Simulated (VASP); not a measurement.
Input of a VASP 6.6.1 run:

File INCAR:

```
PREC = Accurate
ENCUT = 520
EDIFF = 1E-7
ISMEAR = 0
SIGMA = 0.05
LREAL = False
LASPH = True
NELM = 60
ALGO = Normal
ISIF = 2
LWAVE = False
LCHARG = True
GGA = CA
LELF = True
LVHAR = True
NBANDS = 11
```

Contents of KPOINTS:

```
Automatic mesh
0
Gamma
  12 12 12
```

File POSCAR:

```
BAs
1.0
    0.0000000000      2.3885000000      2.3885000000
    2.3885000000      0.0000000000      2.3885000000
    2.3885000000      2.3885000000      0.0000000000
B As
1 1
Direct
    0.0000000000      0.0000000000      0.0000000000
    0.7500000000      0.7500000000      0.7500000000
```

Potentials or basis: VASP PAW LDA potentials, release 64 (B, As).

Run with:

```bash
$ cat potpaw_LDA.64/B/POTCAR potpaw_LDA.64/As/POTCAR > POTCAR
$ mpirun -np 1 vasp_std > vasp.out
```

(1) What does it give for the pressure?

(2) Predict the band gap on the k mesh.

Answers

(1) -3.1 GPa.

(2) 1.13 eV, indirect (least direct gap 3.25 eV).
